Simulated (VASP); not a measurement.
# TaN (rocksalt type) (Fm-3m) in VASP: a series of runs, part 2 of 2

VASP 6.6.1. Earlier steps stand in the parts before.

## (3) Single point, PBE (volume scaled by 0.64)

INCAR reads:

```
PREC = Accurate ; ENCUT = 520
EDIFF = 1E-6 ; ISMEAR = -1
SIGMA = 0.08 ; LREAL = F
LASPH = T ; NELM = 80
ALGO = Normal ; ISIF = 2
LWAVE = F ; LCHARG = F
GGA = PE ; NBANDS = 15
```

KPOINTS reads:

```
regular mesh
0
Gamma
  15 15 15
```

POSCAR reads:

```
TaN
1.0
    0.0000000000      1.9032376661      1.9032376661
    1.9032376661      0.0000000000      1.9032376661
    1.9032376661      1.9032376661      0.0000000000
Ta N
1 1
Direct
    0.0000000000      0.0000000000      0.0000000000
    0.5000000000      0.5000000000      0.5000000000
```

Potentials or basis: VASP PAW PBE potentials, release 64 (Ta_pv, N).

Launch:

```sh
> cat potpaw_PBE.64/Ta_pv/POTCAR potpaw_PBE.64/N/POTCAR > POTCAR
> mpirun -np 1 vasp_std > vasp.out
```

Run time: 44 s. Hardware: 1 thread of AMD EPYC 7R13, shared host; peak memory 0.11 GiB.

It converged, with:

- Free energy: -15.3564 eV
- Pressure: 396.6 GPa
- Band gap on the k mesh: zero (band 8 reaches 18.45 eV, above the bottom of band 9 at 11.38 eV)

Levels at points of the mesh, in eV from the Fermi level:
| k point | band 5 | band 6 | band 7 | band 8 | band 9 | band 10 | band 11 | band 12 |
| --- | --- | --- | --- | --- | --- | --- | --- | --- |
| (0.00, 0.00, 0.00) | -4.95 | -4.95 | -4.95 | -3.68 | -3.68 | -3.68 | 0.18 | 0.18 |

Caveat: spin-orbit coupling is left out, which moves the levels of the heavy elements.

## (4) Single point, PBE (volume scaled by 0.72)

INCAR reads:

```
ALGO = Normal ; EDIFF = 1E-6
ENCUT = 520 ; GGA = PE
ISIF = 2 ; ISMEAR = -1
LASPH = True ; LCHARG = False
LREAL = False ; LWAVE = False
NBANDS = 15 ; NELM = 60
PREC = Accurate ; SIGMA = 0.08
```

KPOINTS reads:

```
k-points
0
Gamma
  15 15 15
```

POSCAR reads:

```
TaN
1.0
    0.0000000000      1.9794469404      1.9794469404
    1.9794469404      0.0000000000      1.9794469404
    1.9794469404      1.9794469404      0.0000000000
Ta N
1 1
Direct
    0.0000000000      0.0000000000      0.0000000000
    0.5000000000      0.5000000000      0.5000000000
```

Potentials or basis: VASP PAW PBE potentials, release 64 (Ta_pv, N).

Launch:

```sh
> cat potpaw_PBE.64/Ta_pv/POTCAR potpaw_PBE.64/N/POTCAR > POTCAR
> mpirun -np 1 vasp_std > vasp.out
```

OUTCAR:

```text
EDIFF = 1E-6
   ENCUT = 520
   GGA = PE
   ISIF = 2
   ISMEAR = -1
   LASPH = True
   LREAL = False
   NELM = 60
   PREC = Accurate

 ion  position               nearest neighbor table
   1  0.000  0.000  0.000-   2 1.98   2 1.98   2 1.98   2 1.98   2 1.98   2 1.98
   2  0.500  0.500  0.500-   1 1.98   1 1.98   1 1.98   1 1.98   1 1.98   1 1.98

  LATTYP: Found a face centered cubic cell.
 ALAT       =     3.9588938808

  Lattice vectors:

 A1 = (   0.0000000000,   1.9794469404,   1.9794469404)
 A2 = (   1.9794469404,   0.0000000000,   1.9794469404)
[... 609 lines left out ...]
     11      15.0060      0.00000
     12      17.6685      0.00000
     13      21.6821      0.00000
     14      26.5922      0.00000
     15      26.8283      0.00000

 [... further k-points ...]
[... 5 lines left out ...]
  --------------------------------------------------------------------------------------
  -------------------------------------------------------------------------------------
  Total       21.9405555     21.9405555     21.9405555      0.0000000      0.0000000      0.0000000
  in kB     2266.1915278   2266.1915278   2266.1915278      0.0000000      0.0000000      0.0000000
  external PRESSURE =    2266.1915278 kB  Pullay stress =       0.0000000 kB

 VOLUME and BASIS-vectors are now :
 -----------------------------------------------------------------------------
  energy-cutoff  :      520.00
  volume of cell :       15.51
      direct lattice vectors                 reciprocal lattice vectors
     0.000000000  1.979446940  1.979446940    -0.252595808  0.252595808  0.252595808
     1.979446940  0.000000000  1.979446940     0.252595808 -0.252595808  0.252595808
     1.979446940  1.979446940  0.000000000     0.252595808  0.252595808 -0.252595808

 POSITION                                       TOTAL-FORCE (eV/Angst)
 -----------------------------------------------------------------------------------
      0.00000      0.00000      0.00000        -0.000000     -0.000000     -0.000000
      1.97945      1.97945      1.97945         0.000000      0.000000      0.000000
 -----------------------------------------------------------------------------------
    total drift:                                0.000000     -0.000000     -0.000000

  FREE ENERGIE OF THE ION-ELECTRON SYSTEM (eV)
  ---------------------------------------------------
  free  energy   TOTEN  =       -18.6352769411 eV

  energy  without entropy=      -18.6262942181  energy(sigma->0) =      -18.63078558
```

OSZICAR:

```text
N       E                     dE             d eps       ncg     rms          rms(c)
DAV:   1     0.100280468617E+03    0.10028E+03   -0.87052E+03  3623   0.117E+03
DAV:   2    -0.194152133803E+02   -0.11970E+03   -0.11362E+03  4342   0.326E+02
DAV:   3    -0.219626439657E+02   -0.25474E+01   -0.25392E+01  3845   0.466E+01
DAV:   4    -0.219691348895E+02   -0.64909E-02   -0.64900E-02  4538   0.258E+00
DAV:   5    -0.219691527792E+02   -0.17890E-04   -0.17888E-04  3894   0.129E-01    0.468E+01
DAV:   6    -0.187066086373E+02    0.32625E+01   -0.53426E+00  4097   0.292E+01    0.209E+01
DAV:   7    -0.186664149016E+02    0.40194E-01   -0.42174E-01  3712   0.584E+00    0.119E+01
DAV:   8    -0.186390341358E+02    0.27381E-01   -0.30079E-02  4153   0.141E+00    0.264E+00
DAV:   9    -0.186352616590E+02    0.37725E-02   -0.58504E-03  4048   0.726E-01    0.194E-01
DAV:  10    -0.186352892011E+02   -0.27542E-04   -0.28125E-04  3853   0.209E-01    0.477E-02
DAV:  11    -0.186352770320E+02    0.12169E-04   -0.22909E-05  4139   0.569E-02    0.401E-02
DAV:  12    -0.186352769411E+02    0.90899E-07   -0.16740E-06  2913   0.144E-02
   1 F= -.18635277E+02 E0= -.18630786E+02  d E =-.898272E-02
```

Run time: 83 s. Hardware: 1 thread of AMD EPYC 7R13, shared host; peak memory 0.13 GiB.

What came out:

| Item | Value |
| --- | --- |
| Free energy | -18.6353 eV |
| Pressure | 226.6 GPa |
| Band gap on the k mesh | zero (band 8 reaches 16.32 eV, above the bottom of band 9 at 10.27 eV) |

Caveat: spin-orbit coupling is left out, which moves the levels of the heavy elements.

## (5) Single point, PBE (volume scaled by 0.8)

INCAR reads:

```
SYSTEM = TaN
ALGO     = Normal         ! electronic algorithm
EDIFF    = 1E-6           ! SCF threshold, eV
ENCUT    = 520            ! plane-wave cutoff, eV
GGA      = PE             ! functional
ISIF     = 2              ! what is computed and relaxed
ISMEAR   = -1             ! smearing method
LASPH    = .True.         ! aspherical terms in the spheres
LCHARG   = .False.        ! write CHGCAR
LREAL    = .False.        ! projectors in reciprocal space
LWAVE    = .False.        ! write WAVECAR
NBANDS   = 15             ! bands
NELM     = 80             ! most SCF steps
PREC     = Accurate       ! precision mode
SIGMA    = 0.08           ! smearing width, eV
```

KPOINTS reads:

```
k-points
0
Gamma
  15 15 15
  0 0 0
```

POSCAR reads:

```
TaN
1.0
    0.0000000000      2.0502006256      2.0502006256
    2.0502006256      0.0000000000      2.0502006256
    2.0502006256      2.0502006256      0.0000000000
Ta N
1 1
Direct
    0.0000000000      0.0000000000      0.0000000000
    0.5000000000      0.5000000000      0.5000000000
```

Launch:

```sh
> cat potpaw_PBE.64/Ta_pv/POTCAR potpaw_PBE.64/N/POTCAR > POTCAR
> mpirun -np 1 vasp_std > vasp.out
```

It took 82 s on 1 thread of AMD EPYC 7R13, shared host; peak memory 0.13 GiB.

The run converged. Its results:

```yaml
Free_energy: -20.4727 eV
Pressure: 122.7 GPa
Band_gap_on_the_k_mesh: zero (band 8 reaches 14.55 eV, above the bottom of band 9 at 9.30 eV)
```

Levels at points of the mesh, in eV from the Fermi level:
| k point | band 6 | band 7 | band 8 | band 9 | band 10 | band 11 |
| --- | --- | --- | --- | --- | --- | --- |
| (0.00, 0.00, 0.00) | -4.42 | -4.42 | -2.77 | -2.77 | -2.77 | 0.11 |

Caveat: spin-orbit coupling is left out, which moves the levels of the heavy elements.

## (6) The runs side by side

```tsv
cell	gap on the mesh (eV)	pressure (GPa)
a = 2.692 Å, angles 60.0°, 2 atoms	none	396.6
a = 2.799 Å, angles 60.0°, 2 atoms	none	226.6
a = 2.899 Å, angles 60.0°, 2 atoms	none	122.7
```

Alike in all rows: task single point; level PBE; potentials or basis VASP PAW PBE potentials, release 64 (Ta_pv, N); no spin polarisation; k mesh 15 × 15 × 15; cutoff (eV) 520; smearing fermi-dirac 0.08 eV.

Caveats: spin-orbit coupling is left out, which moves the levels of the heavy elements.

Total energies depend on the potentials used, so only differences within one code and one set of settings carry meaning.
